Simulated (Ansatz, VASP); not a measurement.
# Al3O2 in VASP and in Ansatz

File INCAR:

```
SYSTEM = Al3O2
  PREC = Accurate
  ENCUT = 520
  EDIFF = 1E-6
  ISMEAR = 0
  SIGMA = 0.1
  LREAL = .False.
  LASPH = .True.
  NELM = 150
  ALGO = Normal
  ISIF = 2
  LWAVE = .False.
  LCHARG = .False.
  ISPIN = 2
  MAGMOM = 0 0 0 1 1
  LORBIT = 11
  GGA = PE
  NBANDS = 22
```

The input KPOINTS:

```
regular mesh
0
Gamma
  6 6 6
  0 0 0
```

POSCAR

```
Al3O2
1.0
    2.9501567069      1.7032737689      2.4017203819
   -2.9501567069      1.7032737689      2.4017203819
    0.0000000000     -3.4065475377      2.4017203819
Al O
3 2
Direct
    0.0000000000      0.0000000000      0.5000000000
    0.5000000000      0.0000000000      0.0000000000
    0.0000000000      0.5000000000      0.0000000000
    0.7252968690      0.7252968690      0.7252968690
    0.2747031310      0.2747031310      0.2747031310
```

Input for Ansatz:

```yaml
crystal:
  lattice:
    - [2.9501567069, 1.7032737689, 2.4017203819]
    - [-2.9501567069, 1.7032737689, 2.4017203819]
    - [0.0, -3.4065475377, 2.4017203819]
  atoms:
    - { symbol: Al, position: [0.0, 0.0, 0.5] }
    - { symbol: Al, position: [0.5, 0.0, 0.0] }
    - { symbol: Al, position: [0.0, 0.5, 0.0] }
    - { symbol: O, position: [0.725296869, 0.725296869, 0.725296869], spin: 1.0 }
    - { symbol: O, position: [0.274703131, 0.274703131, 0.274703131], spin: 1.0 }
basis:
  ecutwfc: 420
kpoints:
  mp_grid: { grid: [6, 6, 6] }
hamiltonian:
  xc: pbe
scf:
  occupations: { method: gaussian, width: 0.1 }
  lower_state_search: "off"
output:
  forces: true
  stress: true
  eigenvalues: true
  populations: true
magnetization:
  spin_polarized: true
```

Alike in both runs: task single point; functional PBE; k mesh 6 × 6 × 6; occupations gaussian, width 0.1 eV; collinear spin.

|  | VASP | Ansatz |
| --- | --- | --- |
| version | VASP 6.6.1 | Ansatz 0.2.0 |
| potentials or method | VASP PAW PBE potentials, release 64 (Al, O), cutoff 520 eV | scalar-relativistic, plane waves, PAW |
| valence electrons in the cell | 21 | 21 |

```tsv
	VASP	Ansatz	Ansatz less VASP
gap on the k mesh at the Fermi level (eV)	none	none	-
pressure (GPa)	0.1	0.1	+0.01
traceless stress, the component that is largest in VASP (GPa)	-0.46	-0.33	+0.128
rms of the force components (eV/Å)	0.004	0.007	+0.0035
net moment per atom (μB)	0.07	0.07	+0.001
```

Atom by atom the forces differ by 0.004 eV/Å (rms over components). A gap of «none» marks a metal or a gap that the smearing closes. With one functional, cell and mesh, what is left measures potentials, basis and numerics.
